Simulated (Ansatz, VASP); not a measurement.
**Ca in VASP and in Ansatz**

File INCAR:

```
PREC = Accurate ; ENCUT = 520
EDIFF = 1E-6 ; ISMEAR = 0
SIGMA = 0.15 ; LREAL = F
LASPH = T ; NELM = 60
ALGO = Normal ; ISIF = 2
LWAVE = F ; LCHARG = F
GGA = PE ; NBANDS = 11
```

The input KPOINTS:

```
Automatic mesh
0
Gamma
  14 14 14
```

Contents of POSCAR:

```
Ca
1.0
    0.0000000000      2.7942000000      2.7942000000
    2.8780260000      0.0000000000      2.7942000000
    2.8780260000      2.7942000000      0.0000000000
Ca
1
Direct
    0.0000000000      0.0000000000      0.0000000000
```

Input for Ansatz:

```yaml
crystal:
  lattice:
    - [0.0, 2.7942, 2.7942]
    - [2.878026, 0.0, 2.7942]
    - [2.878026, 2.7942, 0.0]
  atoms:
    - { symbol: Ca, position: [0.0, 0.0, 0.0] }
basis:
  ecutwfc: 420
kpoints:
  mp_grid: { grid: [14, 14, 14] }
hamiltonian:
  xc: pbe
scf:
  occupations: { method: gaussian, width: 0.15 }
output:
  forces: true
  stress: true
  eigenvalues: true
```

Change from the starting cell: strain +0.0300 x Voigt [1, 0, 0, 0, 0, 0], atoms carried along.

Alike in both runs: task single point; functional PBE; k mesh 14 × 14 × 14; occupations gaussian, width 0.15 eV; no spin polarisation.

```csv
,VASP,Ansatz
version,VASP 6.6.1,Ansatz 0.2.0
potentials or method,"VASP PAW PBE potentials, release 64 (Ca_sv), cutoff 520 eV","scalar-relativistic, plane waves, PAW"
valence electrons in the cell,10,10
```

```csv
,VASP,Ansatz,Ansatz less VASP
gap on the k mesh at the Fermi level (eV),none,none,-
pressure (GPa),-1.0,-1.0,0.00
"traceless stress, the component that is largest in VASP (GPa)",-0.17,-0.17,0.000
```

A gap of «none» marks a metal or a gap that the smearing closes.
